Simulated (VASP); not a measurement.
# Al32O (a cell with a defect) in VASP: single point with PBEsol

Aim: the single point of Al32O (a cell with a defect) with PBEsol.

Everything below comes from runs of VASP 6.6.1. Logs are shortened: lines on timing, memory, paths and dates and some standing lists are left out, and cuts for length are marked.

## Step 1: The cell of the first run

The cell holds a defect, 33 atoms: a = 8.100 Å, b = 8.100 Å, c = 8.100 Å, α = 90.00°, β = 90.00°, γ = 90.00°.

## Step 2: Single point, PBEsol

Contents of INCAR:

```
PREC     = Accurate       # precision mode
ENCUT    = 520            # plane-wave cutoff, eV
EDIFF    = 1E-6           # SCF threshold, eV
ISMEAR   = -1             # smearing method
SIGMA    = 0.15           # smearing width, eV
LREAL    = Auto         
LASPH    = True           # aspherical terms in the spheres
NELM     = 80             # most SCF steps
ALGO     = Normal         # electronic algorithm
ISIF     = 2              # what is computed and relaxed
LWAVE    = False          # write WAVECAR
LCHARG   = True           # write CHGCAR
GGA      = PS             # functional
LELF     = True           # ELF
LVHAR    = True         
NBANDS   = 73             # bands
```

Contents of KPOINTS:

```
Automatic mesh
0
Gamma
  2 2 2
```

Contents of POSCAR:

```
Al32O
1.0
    8.1000000000      0.0000000000      0.0000000000
    0.0000000000      8.1000000000      0.0000000000
    0.0000000000      0.0000000000      8.1000000000
Al O
32 1
Direct
    0.5050687654      0.0000600000      0.0012397531
    0.7484464198      0.2464502469     -0.0022460494
    0.7529806173      0.0000597531      0.2468465432
    0.0003529630      0.0000604938     -0.0005292593
    0.2566956790      0.2431620988      0.0067045679
    0.5041319753      0.5000602469      0.0040688889
    0.7484467901      0.7536693827     -0.0022454321
    0.2512309877      0.0000600000      0.2550774074
    0.5027629630      0.2457949383      0.2527713580
    0.7402479012      0.5000606173      0.2595701235
    0.4968377778      0.0000595062      0.5029892593
    0.7470751852      0.2457946914      0.4970837037
    0.7448059259      0.0000592593      0.7486030864
   -0.0287983951      0.5000592593      0.0287039506
    0.2566962963      0.7569587654      0.0067058025
    0.0020783951      0.2464104938      0.2513856790
    0.2540597531      0.5000601235      0.2541391358
    0.5027627160      0.7543256790      0.2527720988
   -0.0014056790      0.0000593827      0.4948146914
    0.2477454321      0.2464500000      0.4984544444
    0.5095609877      0.5000591358      0.4902572840
    0.7470750617      0.7543245679      0.4970843210
    0.2494618519      0.0000592593      0.7503618519
    0.5013776543      0.2464103704      0.7520869136
    0.7456328395      0.5000593827      0.7457627160
    0.0020781481      0.7537092593      0.2513855556
   -0.0042466667      0.5000595062      0.4956397531
    0.2477453086      0.7536685185      0.4984550617
   -0.0068237037      0.2432711111      0.7431854321
    0.2786943210      0.5000582716      0.7212104938
    0.5013771605      0.7537081481      0.7520872840
   -0.0068237037      0.7568476543      0.7431859259
    0.1247612346      0.5000591358      0.8747728395
```

Potentials or basis: VASP PAW PBE potentials, release 64 (Al, O).

On the command line:

```console
> cat potpaw_PBE.64/Al/POTCAR potpaw_PBE.64/O/POTCAR > POTCAR
> mpirun -np 1 vasp_std > vasp.out
```

OUTCAR:

```text
PREC = Accurate
   ENCUT = 520
   EDIFF = 1E-6
   ISMEAR = -1
   LREAL = Auto
   LASPH = True
   NELM = 80
   ISIF = 2
   GGA = PS

 ion  position               nearest neighbor table
   1  0.505  0.000  0.001-   2 2.81   7 2.81  15 2.82   5 2.82  13 2.82   3 2.83  24 2.84  31 2.84
                             9 2.85  18 2.85  23 2.90   8 2.91
   2  0.748  0.246  0.998-  14 2.75   1 2.81  24 2.82   3 2.84  13 2.84   6 2.85   4 2.85  29 2.86
                             9 2.87  25 2.90  16 2.91  10 2.95
   3  0.753  0.000  0.247-   1 2.83  19 2.83   4 2.83  26 2.84  16 2.84   7 2.84   2 2.84  18 2.84
                             9 2.84  12 2.84  22 2.84  11 2.93
   4  0.000  0.000  0.999-   3 2.83  23 2.85  16 2.85  26 2.85   2 2.85   7 2.85   5 2.86  15 2.86
                            29 2.86  32 2.86  13 2.90   8 2.90
   5  0.257  0.243  0.007-  33 2.57   8 2.82   1 2.82   9 2.82  16 2.86  24 2.86   4 2.86  23 2.86
                            17 2.89   6 2.89  29 3.02  30 3.12  14 3.12
   6  0.504  0.500  0.004-  10 2.82   7 2.85   2 2.85  25 2.86  17 2.86   9 2.88  18 2.88  15 2.89
                             5 2.89  31 2.90  24 2.90  30 2.93
   7  0.748  0.754  0.998-  14 2.75   1 2.81  31 2.82   3 2.84  13 2.84   6 2.85   4 2.85  32 2.86
                            18 2.87  25 2.90  26 2.91  10 2.95
   8  0.251  0.000  0.255-  20 2.81  28 2.81  15 2.82   5 2.82  19 2.82  11 2.83  16 2.84  26 2.84
                            18 2.85   9 2.85   4 2.90   1 2.91
   9  0.503  0.246  0.253-  12 2.80  21 2.82  10 2.82   5 2.82   3 2.84  11 2.84   1 2.85   8 2.85
[... 32 lines left out ...]
                            29 2.89   2 2.90   7 2.90  14 2.93
  26  0.002  0.754  0.251-  14 2.75  19 2.81  28 2.82   3 2.84   8 2.84  27 2.85   4 2.85  15 2.86
                            22 2.87  17 2.90   7 2.91  10 2.95
  27  0.996  0.500  0.496-  10 2.82  16 2.85  26 2.85  17 2.86  25 2.87  12 2.88  22 2.88  29 2.89
                            32 2.89  28 2.90  20 2.90  30 2.93
  28  0.248  0.754  0.498-  30 2.75   8 2.81  26 2.82  11 2.84  19 2.84  17 2.85  23 2.85  32 2.86
                            18 2.87  27 2.90  31 2.91  21 2.95
  29  0.993  0.243  0.743-  33 2.57  13 2.82  19 2.82  12 2.82   2 2.86  20 2.86   4 2.86  23 2.86
                            25 2.89  27 2.89   5 3.02  30 3.12  14 3.12
  30  0.279  0.500  0.721-  33 1.76  21 2.65  24 2.75  31 2.75  20 2.75  28 2.75   6 2.93  27 2.93
                            29 3.12  32 3.12   5 3.12  15 3.12
  31  0.501  0.754  0.752-  30 2.75  13 2.81   7 2.82  11 2.84   1 2.84  25 2.85  23 2.85  15 2.86
                            22 2.87   6 2.90  28 2.91  21 2.95
  32  0.993  0.757  0.743-  33 2.57  13 2.82  19 2.82  22 2.82   7 2.86  28 2.86  23 2.86   4 2.86
                            25 2.89  27 2.89  15 3.02  14 3.12  30 3.12
  33  0.125  0.500  0.875-  14 1.76  30 1.76  29 2.57  32 2.57   5 2.57  15 2.57

  LATTYP: Found a simple cubic cell.
 ALAT       =     8.1000000000

  Lattice vectors:

 A1 = (   8.1000000000,   0.0000000000,   0.0000000000)
 A2 = (   0.0000000000,   8.1000000000,   0.0000000000)
 A3 = (   0.0000000000,   0.0000000000,   8.1000000000)

Analysis of symmetry for initial positions (statically):
=====================================================================
 Subroutine PRICEL returns:
 Original cell was already a primitive cell.

 Routine SETGRP: Setting up the symmetry group for a
 simple cubic supercell.

 Subroutine GETGRP returns: Found  4 space group operations
 (whereof  1 operations were pure point group operations)
 out of a pool of 48 trial point group operations.

The static configuration has the point symmetry C_1 .
 The point group associated with its full space group is C_2v.

Analysis of symmetry for dynamics (positions and initial velocities):
=====================================================================
 Subroutine PRICEL returns:
 Original cell was already a primitive cell.

 Routine SETGRP: Setting up the symmetry group for a
 simple cubic supercell.

 Subroutine GETGRP returns: Found  4 space group operations
 (whereof  1 operations were pure point group operations)
 out of a pool of 48 trial point group operations.

The dynamic configuration has the point symmetry C_1 .
 The point group associated with its full space group is C_2v.

 Subroutine INISYM returns: Found  4 space group operations
 (whereof  1 operations are pure point group operations),
 and found     1 'primitive' translations

----------------------------------------------------------------------------------------

                                     Primitive cell

  volume of cell :     531.4410

[... 84 lines left out ...]
 Grid dimensions read from file:
 generate k-points for:    2    2    2

 Generating k-lattice:

  Cartesian coordinates                     Fractional coordinates (reciprocal lattice)
     0.061728395  0.000000000  0.000000000     0.500000000  0.000000000  0.000000000
     0.000000000  0.061728395  0.000000000     0.000000000  0.500000000  0.000000000
     0.000000000  0.000000000  0.061728395     0.000000000  0.000000000  0.500000000

  Length of vectors
     0.061728395  0.061728395  0.061728395

  Shift w.r.t. Gamma in fractional coordinates (k-lattice)
     0.000000000  0.000000000  0.000000000

 Subroutine IBZKPT returns following result:
 ===========================================

 Found      6 irreducible k-points:

 Following reciprocal coordinates:
            Coordinates               Weight
  0.000000  0.000000  0.000000      1.000000
  0.500000  0.000000  0.000000      2.000000
  0.000000  0.500000  0.000000      1.000000
  0.500000  0.500000  0.000000      2.000000
  0.500000  0.000000  0.500000      1.000000
  0.500000  0.500000  0.500000      1.000000
   k-points           NKPTS =      6   k-points in BZ     NKDIM =      6   number of bands    NBANDS=     73
   number of dos      NEDOS =    301   number of ions     NIONS =     33
   total plane-waves  NPLWV = 216000
   dimension x,y,z NGX =    60 NGY =   60 NGZ =   60
   dimension x,y,z NGXF=   120 NGYF=  120 NGZF=  120
   ions per type =              32   1
   NGX,Y,Z   is equivalent  to a cutoff of  12.31, 12.31, 12.31 a.u.
   NGXF,Y,Z  is equivalent  to a cutoff of  24.63, 24.63, 24.63 a.u.
 SYSTEM =  unknown system
   PREC   = accura    normal or accurate (medium, high low for compatibility)
   ISTART =      0    job   : 0-new  1-cont  2-samecut
   ICHARG =      2    charge: 1-file 2-atom 10-const
   ISPIN  =      1    spin polarized calculation?
   LNONCOLLINEAR =      F non collinear calculations
   LSORBIT =      F    spin-orbit coupling
   LASPH  =      T    aspherical Exc in radial PAW
   ENCUT  =  520.0 eV  38.22 Ry    6.18 a.u.  15.06 15.06 15.06*2*pi/ulx,y,z
   NELM   =     80;   NELMIN=  2; NELMDL= -5     # of ELM steps
   EDIFF  = 0.1E-05   stopping-criterion for ELM
   LREAL  =      T    real-space projection
   EDIFFG = 0.1E-04   stopping-criterion for IOM
   NSW    =      0    number of steps for IOM
   IBRION =     -1    ionic relax: 0-MD 1-quasi-New 2-CG
   NFREE  =      0    steps in history (QN), initial steepest desc. (CG)
   ISIF   =      2    stress and relaxation
   ISYM   =      2    0-nonsym 1-usesym 2-fastsym
   POTIM  = 0.5000    time-step for ionic-motion
   TEBEG  =    0.0;   TEEND  =   0.0 temperature during run
   PSTRESS=    0.0 pullay stress
   NELECT =     102.0000    total number of electrons
   NUPDOWN=      -1.0000    fix difference up-down
   EMIN   =  10.00;   EMAX   =-10.00  energy-range for DOS
   EFERMI =   0.00;   METHOD = LEGACY
   ISMEAR =    -1;   SIGMA  =   0.15  broadening in eV -4-tet -1-fermi 0-gaus
   EFERMI_NEDOS =   21; number of points for ismear=-14 and -15
   IALGO  =     38    algorithm
   IMIX   =      4    mixing-type and parameters
     AMIX     =   0.40;   BMIX     =  1.00
     AMIX_MAG =   1.60;   BMIX_MAG =  1.00
  volume/ion in A,a.u.               =      16.10       108.68
  Fermi-wavevector in a.u.,A,eV,Ry     =   0.944329  1.784523 12.133087  0.891757
  Thomas-Fermi vector in A             =   2.072123
   LORBIT       =      0    0 simple, 1 ext, 2 COOP (PROOUT), +10 PAW based schemes
   GGA     = PS    functional components
   LHFCALC =     F    Hartree Fock is set to
   AEXX    =    0.0000 exact exchange contribution
   IVDW    =     0    specifies the selected vdW correction
   LEPSILON=     F    determine dielectric tensor
   LRPA    =     F    only Hartree local field effects (RPA)
 non-spin polarized calculation
  energy-cutoff  :      520.00
  volume of cell :      531.44
 maximum number of plane-waves:     14400
   NGX = 31   NGY = 31   NGZ = 31

 number of electron     101.9999993 magnetization

 Free energy of the ion-electron system (eV)
  ---------------------------------------------------
  ext. energy  EPLUGINS =         0.00000000
  ---------------------------------------------------
  free energy    TOTEN  =      -139.05791368 eV

  energy without entropy =     -138.07188435  energy(sigma->0) =     -138.56489902

 E-fermi :   7.7246     XC(G=0): -10.3008

 val. band max:        7.6981405353   @ k =   0.5000   0.0000   0.0000
 cond. band min:       7.7529698658   @ k =   0.5000   0.5000   0.0000
 fundamental gap:      0.0548293305
 Fermi energy:         7.7246201067

 k-point     1 :       0.0000    0.0000    0.0000
  band No.  band energies     occupation
      1     -12.3508      2.00000
      2      -3.0434      2.00000
      3      -1.3106      2.00000
      4      -1.0077      2.00000
      5      -0.9824      2.00000
      6      -0.9717      2.00000
[... 385 lines left out ...]
     62      11.2559      0.00000
     63      11.2572      0.00000
 [bands above 63 left out]

------------------------ aborting loop because EDIFF is reached ----------------------------------------

  FORCE on cell =-STRESS in cart. coord.  units (eV):
  Direction    XX          YY          ZZ          XY          YZ          ZX
  --------------------------------------------------------------------------------------
  -------------------------------------------------------------------------------------
  Total       -0.0290367     -2.8524438     -0.0290367      0.0000000      0.0000000     -0.1986301
  in kB       -0.0875392     -8.5994887     -0.0875392      0.0000000      0.0000000     -0.5988258
  external PRESSURE =      -2.9248557 kB  Pullay stress =       0.0000000 kB

 VOLUME and BASIS-vectors are now :
 -----------------------------------------------------------------------------
  energy-cutoff  :      520.00
  volume of cell :      531.44
      direct lattice vectors                 reciprocal lattice vectors
     8.100000000  0.000000000  0.000000000     0.123456790  0.000000000  0.000000000
     0.000000000  8.100000000  0.000000000     0.000000000  0.123456790  0.000000000
     0.000000000  0.000000000  8.100000000     0.000000000  0.000000000  0.123456790

 POSITION                                       TOTAL-FORCE (eV/Angst)
 -----------------------------------------------------------------------------------
      4.09106      0.00049      0.01004        -0.001519      0.000000      0.003174
      6.06242      1.99625      8.08181        -0.000988     -0.000110     -0.001874
      6.09914      0.00048      1.99946         0.000707      0.000000     -0.002284
      0.00286      0.00049      8.09571         0.004100      0.000000     -0.005914
      2.07923      1.96961      0.05431        -0.006418      0.009832     -0.006418
      4.08347      4.05049      0.03296        -0.002533      0.000000     -0.002476
[... 25 lines left out ...]
      8.04473      6.13047      6.01981         0.006913     -0.011168      0.006913
      1.01057      4.05048      7.08566         0.000220      0.000000      0.000220
 -----------------------------------------------------------------------------------
    total drift:                                0.010633      0.003933     -0.010710

  FREE ENERGIE OF THE ION-ELECTRON SYSTEM (eV)
  ---------------------------------------------------
  free  energy   TOTEN  =      -139.0579136755 eV

  energy  without entropy=     -138.0718843549  energy(sigma->0) =     -138.56489902
```

Wall time 4.7 min (1 thread of Intel Xeon 6975P-C (Granite Rapids), shared host); peak memory 0.54 GiB.

What came out:

| Property | Result |
| --- | --- |
| Free energy | -139.0579 eV |
| Pressure | -0.3 GPa |
| Largest force | 0.019 eV/Å |
| Band gap on the k mesh | zero (bands 51 and 52 overlap by 0.81 eV) |

Forces in eV/Å, atoms in the order of the input:
```
Al  -0.002  0.000  0.003
Al  -0.001  0.000 -0.002
Al   0.001  0.000 -0.002
Al   0.004  0.000 -0.006
Al  -0.006  0.010 -0.006
Al  -0.003  0.000 -0.002
Al  -0.001  0.000 -0.002
Al   0.003  0.000 -0.002
Al  -0.002  0.002 -0.002
Al   0.004  0.000 -0.003
Al  -0.002  0.000  0.001
Al   0.001  0.002  0.001
Al   0.001  0.000 -0.003
Al  -0.012  0.000  0.015
Al  -0.006 -0.010 -0.006
Al   0.002 -0.001  0.000
Al  -0.002  0.000 -0.003
Al  -0.002 -0.002 -0.002
Al  -0.003  0.000  0.001
Al  -0.002  0.000 -0.001
Al  -0.003  0.000  0.004
Al   0.001 -0.002  0.001
Al  -0.006  0.000  0.004
Al   0.000 -0.001  0.002
Al   0.003  0.000  0.003
Al   0.002  0.001  0.000
Al   0.003  0.000  0.003
Al  -0.002  0.000 -0.001
Al   0.007  0.011  0.007
Al   0.015  0.000 -0.012
Al   0.000  0.001  0.002
Al   0.007 -0.011  0.007
O    0.000  0.000  0.000
```

Stress tensor (GPa, compression positive):
```
-0.01  0.00 -0.06
 0.00 -0.86  0.00
-0.06  0.00 -0.01
```

Levels at points of the mesh, in eV from the Fermi level:
```
           k point  band 49  band 50  band 51  band 52  band 53  band 54
(0.00, 0.00, 0.00)     0.23     0.24     0.31     0.40     0.41     0.75
(0.50, 0.00, 0.00)    -0.22    -0.17    -0.12    -0.07    -0.05    -0.03
(0.00, 0.50, 0.00)    -0.18    -0.13    -0.12    -0.05     0.10     0.25
(0.50, 0.50, 0.00)    -0.19    -0.15     0.03     0.59     0.96     1.02
(0.50, 0.00, 0.50)    -0.25    -0.17    -0.05     0.55     1.01     1.02
(0.50, 0.50, 0.50)    -0.54    -0.53    -0.52    -0.51    -0.51    -0.45
```

Caveat: the k points lie up to 0.39 Å⁻¹ apart, too coarse for converged energies and pressures of a metal; the PAW data sets were made with another functional, which shifts forces and pressure a little.

The gap in the log of VASP goes by the Fermi energy; the results here count the filled bands.